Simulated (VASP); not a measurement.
# Rh in VASP: relaxation of the atoms with PBE+D3(BJ)

Aim: the relaxation of the atoms of Rh with PBE+D3(BJ).

Program: VASP 6.6.1. These are calculated values, not measurements. Logs are shortened: lines on timing, memory, paths and dates and some standing lists are left out, and cuts for length are marked.

### 1 The cell of the first run

The cell holds a slab with vacuum, 3 atoms: a = 2.683 Å, b = 2.683 Å, c = 17.794 Å, α = 90.00°, β = 90.00°, γ = 90.00°.

### 2 Relaxation of the atoms, PBE+D3(BJ)

INCAR reads:

```
PREC = Accurate
ENCUT = 520
EDIFF = 1E-6
ISMEAR = 0
SIGMA = 0.1
LREAL = False
LASPH = True
NELM = 60
ALGO = Normal
ISIF = 2
LWAVE = False
LCHARG = False
LDIPOL = True
IDIPOL = 3
DIPOL = 0.5 0.5 0.500
GGA = PE
IVDW = 12
IBRION = 2
NSW = 70
EDIFFG = -0.03
```

KPOINTS reads:

```
Automatic mesh
0
Gamma
  11 11 1
```

POSCAR reads:

```
Rh
1.0
    2.6825080220      0.0000000000      0.0000000000
    0.0000000000      2.6825080220      0.0000000000
    0.0000000000      0.0000000000     17.7936392259
Rh
3
Selective dynamics
Direct
    0.5000000000      0.5000000000      0.3933990069  F F F
    0.0000000000      0.0000000000      0.5000000000  T T T
    0.5000000000      0.5000000000      0.6066009931  T T T
```

Potentials or basis: VASP PAW PBE potentials, release 64 (Rh_pv).

Launch:

```sh
$ cat potpaw_PBE.64/Rh_pv/POTCAR > POTCAR
$ mpirun -np 1 vasp_std > vasp.out
```

OUTCAR:

```text
PREC = Accurate
   ENCUT = 520
   EDIFF = 1E-6
   ISMEAR = 0
   LREAL = False
   LASPH = True
   NELM = 60
   ISIF = 2
   GGA = PE
   IVDW = 12
   IBRION = 2
   NSW = 70
   EDIFFG = -0.03
 IVDW          = 12

 ion  position               nearest neighbor table
   1  0.500  0.500  0.393-   2 2.68   2 2.68   2 2.68   2 2.68
   2  0.000  0.000  0.500-   1 2.68   3 2.68   1 2.68   3 2.68   1 2.68   3 2.68   1 2.68   3 2.68

   3  0.500  0.500  0.607-   2 2.68   2 2.68   2 2.68   2 2.68

  LATTYP: Found a simple tetragonal cell.
 ALAT       =     2.6825080220
 C/A-ratio  =     6.6332100706

  Lattice vectors:

 A1 = (   2.6825080220,   0.0000000000,   0.0000000000)
 A2 = (   0.0000000000,   2.6825080220,   0.0000000000)
 A3 = (   0.0000000000,   0.0000000000,  17.7936392259)

Analysis of symmetry for initial positions (statically):
=====================================================================
 Subroutine PRICEL returns:
 Original cell was already a primitive cell.

 Routine SETGRP: Setting up the symmetry group for a
 simple tetragonal supercell.

 Subroutine GETGRP returns: Found 16 space group operations
 (whereof 16 operations were pure point group operations)
 out of a pool of 16 trial point group operations.

The static configuration has the point symmetry D_4h.

Analysis of symmetry for dynamics (positions and initial velocities):
=====================================================================
 Subroutine PRICEL returns:
 Original cell was already a primitive cell.

 Routine SETGRP: Setting up the symmetry group for a
 simple tetragonal supercell.

 Subroutine GETGRP returns: Found 16 space group operations
 (whereof 16 operations were pure point group operations)
 out of a pool of 16 trial point group operations.

The dynamic configuration has the point symmetry D_4h.

Analysis of constrained symmetry for selective dynamics:
=====================================================================
 Subroutine PRICEL returns:
 Original cell was already a primitive cell.

 Routine SETGRP: Setting up the symmetry group for a
 simple tetragonal supercell.

 Subroutine GETGRP returns: Found  8 space group operations
 (whereof  8 operations were pure point group operations)
 out of a pool of 16 trial point group operations.

The constrained configuration has the point symmetry C_4v.

 Subroutine INISYM returns: Found  8 space group operations
 (whereof  8 operations are pure point group operations),
 and found     1 'primitive' translations

----------------------------------------------------------------------------------------

                                     Primitive cell

  volume of cell :     128.0403

  direct lattice vectors                    reciprocal lattice vectors
     2.682508022  0.000000000  0.000000000     0.372785465  0.000000000  0.000000000
     0.000000000  2.682508022  0.000000000     0.000000000  0.372785465  0.000000000
     0.000000000  0.000000000 17.793639226     0.000000000  0.000000000  0.056199858

  length of vectors
     2.682508022  2.682508022 17.793639226     0.372785465  0.372785465  0.056199858

  position of ions in fractional coordinates (direct lattice)
     0.500000000  0.500000000  0.393399007
     0.000000000  0.000000000  0.500000000
     0.500000000  0.500000000  0.606600993

  ion indices of the primitive-cell ions
   primitive index   ion index
                 1           1
                 2           2
                 3           3

----------------------------------------------------------------------------------------

 KPOINTS: Automatic mesh

Automatic generation of k-mesh.
 Grid dimensions read from file:
 generate k-points for:   11   11    1

 Generating k-lattice:

  Cartesian coordinates                     Fractional coordinates (reciprocal lattice)
     0.033889588  0.000000000  0.000000000     0.090909091  0.000000000  0.000000000
     0.000000000  0.033889588  0.000000000     0.000000000  0.090909091  0.000000000
     0.000000000  0.000000000  0.056199858     0.000000000  0.000000000  1.000000000

  Length of vectors
     0.033889588  0.033889588  0.056199858

  Shift w.r.t. Gamma in fractional coordinates (k-lattice)
     0.000000000  0.000000000  0.000000000

 Subroutine IBZKPT returns following result:
 ===========================================

 Found     21 irreducible k-points:

 Following reciprocal coordinates:
            Coordinates               Weight
  0.000000  0.000000  0.000000      1.000000
  0.090909  0.000000  0.000000      4.000000
  0.181818  0.000000  0.000000      4.000000
  0.272727  0.000000  0.000000      4.000000
  0.363636  0.000000  0.000000      4.000000
  0.454545  0.000000  0.000000      4.000000
[... 13 lines left out ...]
  0.454545  0.363636  0.000000      8.000000
  0.454545  0.454545  0.000000      4.000000
   k-points           NKPTS =     21   k-points in BZ     NKDIM =     21   number of bands    NBANDS=     27
   number of dos      NEDOS =    301   number of ions     NIONS =      3
   total plane-waves  NPLWV =  56000
   dimension x,y,z NGX =    20 NGY =   20 NGZ =  140
   dimension x,y,z NGXF=    40 NGYF=   40 NGZF=  280
   ions per type =               3
   NGX,Y,Z   is equivalent  to a cutoff of  12.39, 12.39, 13.08 a.u.
   NGXF,Y,Z  is equivalent  to a cutoff of  24.79, 24.79, 26.16 a.u.
 SYSTEM =  unknown system
   PREC   = accura    normal or accurate (medium, high low for compatibility)
   ISTART =      0    job   : 0-new  1-cont  2-samecut
   ICHARG =      2    charge: 1-file 2-atom 10-const
   ISPIN  =      1    spin polarized calculation?
   LNONCOLLINEAR =      F non collinear calculations
   LSORBIT =      F    spin-orbit coupling
   LASPH  =      T    aspherical Exc in radial PAW
   ENCUT  =  520.0 eV  38.22 Ry    6.18 a.u.   4.99  4.99 33.08*2*pi/ulx,y,z
   NELM   =     60;   NELMIN=  2; NELMDL= -5     # of ELM steps
   EDIFF  = 0.1E-05   stopping-criterion for ELM
   LREAL  =      F    real-space projection
   EDIFFG = -.3E-01   stopping-criterion for IOM
   NSW    =     70    number of steps for IOM
   IBRION =      2    ionic relax: 0-MD 1-quasi-New 2-CG
   NFREE  =      1    steps in history (QN), initial steepest desc. (CG)
   ISIF   =      2    stress and relaxation
   ISYM   =      2    0-nonsym 1-usesym 2-fastsym
   POTIM  = 0.5000    time-step for ionic-motion
   TEBEG  =    0.0;   TEEND  =   0.0 temperature during run
   PSTRESS=    0.0 pullay stress
   NELECT =      45.0000    total number of electrons
   NUPDOWN=      -1.0000    fix difference up-down
   EMIN   =  10.00;   EMAX   =-10.00  energy-range for DOS
   EFERMI =   0.00;   METHOD = LEGACY
   ISMEAR =     0;   SIGMA  =   0.10  broadening in eV -4-tet -1-fermi 0-gaus
   EFERMI_NEDOS =   21; number of points for ismear=-14 and -15
   IALGO  =     38    algorithm
   IMIX   =      4    mixing-type and parameters
     AMIX     =   0.40;   BMIX     =  1.00
     AMIX_MAG =   1.60;   BMIX_MAG =  1.00
  volume/ion in A,a.u.               =      42.68       288.02
  Fermi-wavevector in a.u.,A,eV,Ry     =   1.155305  2.183210 18.160105  1.334730
  Thomas-Fermi vector in A             =   2.291935
   LORBIT       =      0    0 simple, 1 ext, 2 COOP (PROOUT), +10 PAW based schemes
   GGA     = PE    functional components
   LHFCALC =     F    Hartree Fock is set to
   AEXX    =    0.0000 exact exchange contribution
   IVDW    =    12    specifies the selected vdW correction
   LEPSILON=     F    determine dielectric tensor
   LRPA    =     F    only Hartree local field effects (RPA)
 conjugate gradient relaxation of ions
 non-spin polarized calculation
 Gauss-broadening in eV      SIGMA  =   0.10
  energy-cutoff  :      520.00
  volume of cell :      128.04
 maximum number of plane-waves:      3467
 NGX is ok and might be reduce to    20
   NGX =  9   NGY =  9   NGZ = 67

--------------------------------------- Ionic step        1  -------------------------------------------

 number of electron      45.0000007 magnetization

 Free energy of the ion-electron system (eV)
  ---------------------------------------------------
  ext. energy  EPLUGINS =         0.00000000
  ---------------------------------------------------
  free energy    TOTEN  =       -19.67461068 eV

  energy without entropy =      -19.64169723  energy(sigma->0) =      -19.65815396

------------------------ aborting loop because EDIFF is reached ----------------------------------------

 Edisp (eV)   -1.19004

 E8    (eV) :    -0.5616
[... 116 lines left out ...]
 number of electron      45.0000002 magnetization

------------------------ aborting loop because EDIFF is reached ----------------------------------------

 vacuum level on the upper side and lower side of the slab       (xc-potential included)         0.008        -0.014

 Edisp (eV)   -1.20092

 E8    (eV) :    -0.5673

  FORCE on cell =-STRESS in cart. coord.  units (eV):
  Direction    XX          YY          ZZ          XY          YZ          ZX
  --------------------------------------------------------------------------------------
  -------------------------------------------------------------------------------------
  Total      -2.33385    -2.33385    -0.45935     0.00000    -0.00000     0.00000
  in kB     -29.20360   -29.20360    -5.74786     0.00000    -0.00000     0.00000
  external pressure =      -21.39 kB  Pullay stress =        0.00 kB
[... 100 lines left out ...]
  FREE ENERGIE OF THE ION-ELECTRON SYSTEM (eV)
  ---------------------------------------------------
  free  energy   TOTEN  =       -20.8887110618 eV

  energy  without entropy=      -20.8574025760  energy(sigma->0) =      -20.87305682

 dipolmoment           0.000000      0.000000     -0.000243 electrons x Angstroem

--------------------------------------- Ionic step        7  -------------------------------------------

 number of electron      45.0000006 magnetization

 dipolmoment           0.000000      0.000000      0.000158 electrons x Angstroem

 Free energy of the ion-electron system (eV)
  ---------------------------------------------------
  ext. energy  EPLUGINS =         0.00000000
  ---------------------------------------------------
  free energy    TOTEN  =       -19.68434730 eV

  energy without entropy =      -19.65290271  energy(sigma->0) =      -19.66862501

 E-fermi :   0.5079     XC(G=0):  -5.5776

 val. band max:        0.5009838406   @ k =   0.3636   0.3636   0.0000
 cond. band min:       0.5141965615   @ k =   0.0909   0.0000   0.0000
 fundamental gap:      0.0132127210
 Fermi energy:         0.5079073851

 k-point     1 :       0.0000    0.0000    0.0000
  band No.  band energies     occupation
      1     -46.4305      2.00000
      2     -46.1971      2.00000
      3     -46.1971      2.00000
      4     -45.6135      2.00000
      5     -45.5137      2.00000
      6     -45.5137      2.00000
[... 619 lines left out ...]
     26       5.9038      0.00000
     27       8.3172      0.00000

------------------------ aborting loop because EDIFF is reached ----------------------------------------

 vacuum level on the upper side and lower side of the slab       (xc-potential included)        -0.015        -0.011

 Edisp (eV)   -1.20457

 E8    (eV) :    -0.5692

  FORCE on cell =-STRESS in cart. coord.  units (eV):
  Direction    XX          YY          ZZ          XY          YZ          ZX
  --------------------------------------------------------------------------------------
  -------------------------------------------------------------------------------------
  Total      -2.05841    -2.05841    -0.01470     0.00000     0.00000     0.00000
  in kB     -25.75703   -25.75703    -0.18400     0.00000     0.00000     0.00000
  external pressure =      -17.23 kB  Pullay stress =        0.00 kB
[... 18 lines left out ...]
  FREE ENERGIE OF THE ION-ELECTRON SYSTEM (eV)
  ---------------------------------------------------
  free  energy   TOTEN  =       -20.8889146246 eV

  energy  without entropy=      -20.8574700283  energy(sigma->0) =      -20.87319233

 reached required accuracy - stopping structural energy minimisation

 vacuum level on the upper side and lower side of the slab         5.444         5.442
```

Run time: 6.3 min. Hardware: 1 thread of AMD EPYC 7R43 (Zen 3), shared host; peak memory 0.21 GiB.

What came out:

```
Free energy                : -20.8889 eV
Energy gained by relaxing  : 8.1 meV/atom
Ionic steps                : 7
Band gap on the k mesh     : zero (an odd number of electrons rules out a gap without spin polarisation)
Dispersion energy per atom : -0.402 eV
```

Step by step:
```tsv
step	energy change (eV)	largest force on free atoms (eV/Å)	pressure (GPa)
1	0.0000	0.4570	-3.35
2	-0.0083	0.2951	-3.02
3	-0.0137	0.4233	-2.38
4	-0.0194	0.3064	-2.14
5	-0.0240	0.0826	-1.69
6	-0.0241	0.0594	-1.63
7	-0.0243	0.0066	-1.72
```

Final structure:
```
Rh
1.0
     2.68251    0.00000    0.00000
     0.00000    2.68251    0.00000
     0.00000    0.00000   17.79364
Rh
3
Direct
  0.50000 0.50000 0.39340
  0.00000 0.00000 0.49707
  0.50000 0.50000 0.60072
```

Levels at points of the mesh, in eV from the Fermi level:
| k point | band 20 | band 21 | band 22 | band 23 | band 24 | band 25 |
| --- | --- | --- | --- | --- | --- | --- |
| (0.00, 0.00, 0.00) | -0.80 | -0.77 | -0.77 | 0.23 | 0.32 | 0.64 |
